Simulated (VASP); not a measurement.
Wanted: the native input for a VASP 6.6.1 run.

| Quantity | Value |
| --- | --- |
| Task | single point |
| Functional | PBEsol |
| Potentials or basis | VASP PAW PBE potentials, release 64 (Hf_pv) |
| Cutoff | 520 eV |
| k mesh | 14 × 14 × 8 |
| Occupations | fermi-dirac, width 0.08 eV |
| Spin | no spin polarisation |
| Dipole correction | no |
| Further INCAR settings | ALGO = Normal; EDIFF = 1e-06; NBANDS = 17 |

The structure of Hf lies in POSCAR:

```
Hf
1.0
    2.5057625931      0.0000000000      0.0000000000
   -1.2528812966      2.1700540614      0.0000000000
    0.0000000000      0.0000000000      4.3713706201
Hf
2
Direct
    0.3333333333      0.6666666667      0.2500000000
    0.6666666667      0.3333333333      0.7500000000
```

One way to write it, as run:

INCAR

```
  PREC = Accurate
  ENCUT = 520
  EDIFF = 1E-6
  ISMEAR = -1
  SIGMA = 0.08
  LREAL = F
  LASPH = T
  NELM = 100
  ALGO = Normal
  ISIF = 2
  LWAVE = F
  LCHARG = T
  GGA = PS
  LELF = T
  LVHAR = T
  NBANDS = 17
```

KPOINTS

```
Automatic mesh
0
Gamma
  14 14 8
```

Potentials or basis: VASP PAW PBE potentials, release 64 (Hf_pv).

Launch:

```console
$ cat potpaw_PBE.64/Hf_pv/POTCAR > POTCAR
$ mpirun -np 1 vasp_std > vasp.out
```

It gave:

| Item | Value |
| --- | --- |
| Pressure | 182.2 GPa |
| Band gap on the k mesh | zero (band 10 reaches 11.31 eV, above the bottom of band 11 at 9.58 eV) |

Caveat: the PAW data sets were made with another functional, which shifts forces and pressure a little; spin-orbit coupling is left out, which moves the levels of the heavy elements.

It took 24 s on 1 thread of AMD EPYC 9R45 96-Core Processor (Zen 5), on a shared host, peak memory 0.14 GiB.
